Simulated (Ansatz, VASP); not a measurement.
**One calculation of BaTiO3, two programs**

```
Ba Ti O
1.0
     4.06378    0.00000    0.00000
     0.00000    2.89379    2.84580
     0.00000   -2.89379    2.84580
Ba Ti O
1 1 3
Direct
  0.00000 0.00000 0.00000
  0.50000 0.50790 0.50790
  0.00000 0.49210 0.49210
  0.50000 0.50251 0.99371
  0.50000 0.99371 0.50251
```

Change from the starting cell: equal xx and yy strain of +2 %.

Alike in both runs: task single point; functional PBEsol; k mesh 8 × 8 × 8; occupations fermi-dirac, width 0.05 eV; no spin polarisation.

```csv
,VASP,Ansatz
version,VASP 6.6.1,Ansatz 0.2.0
potentials or method,"VASP PAW PBE potentials, release 64 (Ba_sv, Ti_sv, O), cutoff 520 eV","all-electron LAPW, scalar-relativistic"
```

Ansatz gave:

| Item | Value |
| --- | --- |
| pressure (GPa) | -10.1 |
| traceless stress, the component that is largest in VASP (GPa) | 2.08 |
| rms of the force components (eV/Å) | 0.137 |

Estimate VASP's values.

pressure (GPa): -8.5; traceless stress, the component that is largest in VASP (GPa): 2.15; rms of the force components (eV/Å): 0.131.

VASP's potentials were made for PBE, not for PBEsol. Atom by atom the forces differ by 0.008 eV/Å (rms over components). Ansatz ran all-electron here, and VASP with PAW potentials.

Neither program's run includes spin-orbit coupling.
